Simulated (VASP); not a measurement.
Write the native input for VASP 6.6.1 that does the following.

| Property | Result |
| --- | --- |
| Task | single point |
| Functional | PBEsol |
| Potentials or basis | VASP PAW PBE potentials, release 64 (Ga_d) |
| Cutoff | 520 eV |
| k mesh | 10 × 10 × 10 |
| Occupations | gaussian, width 0.15 eV |
| Spin | no spin polarisation |
| Dipole correction | no |
| Further INCAR settings | ALGO = Fast; EDIFF = 1e-07; NBANDS = 34 |

The structure of Ga lies in POSCAR:

```
Ga
1.0
    2.2350478178     -3.7986615528     -0.3352571727
    2.2350478178      3.7986615528     -0.3352571727
   -0.6734664180      0.0000000000      4.2652873141
Ga
4
Direct
    0.1559156097      0.8440843903      0.0832479706
    0.6559156097      0.3440843903      0.4167520294
    0.8440843903      0.1559156097      0.9167520294
    0.3440843903      0.6559156097      0.5832479706
```

This cell differs from its parent crystal: engineering shear strain xz -0.3000, normal strain along z -0.0500.

The input as run:

INCAR

```
PREC = Accurate ; ENCUT = 520
EDIFF = 1E-7 ; ISMEAR = 0
SIGMA = 0.15 ; LREAL = False
LASPH = True ; NELM = 80
ALGO = Fast ; ISIF = 2
LWAVE = False ; LCHARG = False
GGA = PS ; NBANDS = 34
```

KPOINTS

```
regular mesh
0
Gamma
  10 10 10
```

Potentials or basis: VASP PAW PBE potentials, release 64 (Ga_d).

The run is started by

```sh
$ cat potpaw_PBE.64/Ga_d/POTCAR > POTCAR
$ mpirun -np 1 vasp_std > vasp.out
```

It gave:

```yaml
Pressure: 12.0 GPa
Largest_force: 1.606 eV/Å
Band_gap_on_the_k_mesh: zero (bands 26 and 27 overlap by 2.49 eV)
```

Caveat: the cell differs from its parent crystal (engineering shear strain xz -0.3000, normal strain along z -0.0500); the stress differs along the axes, from 5 to 19 GPa; the PAW data sets were made with another functional, which shifts forces and pressure a little.

It took 6.4 min on 1 thread of Intel(R) Xeon(R) 6975P-C (Granite Rapids), with other jobs on the host, peak memory 0.54 GiB.
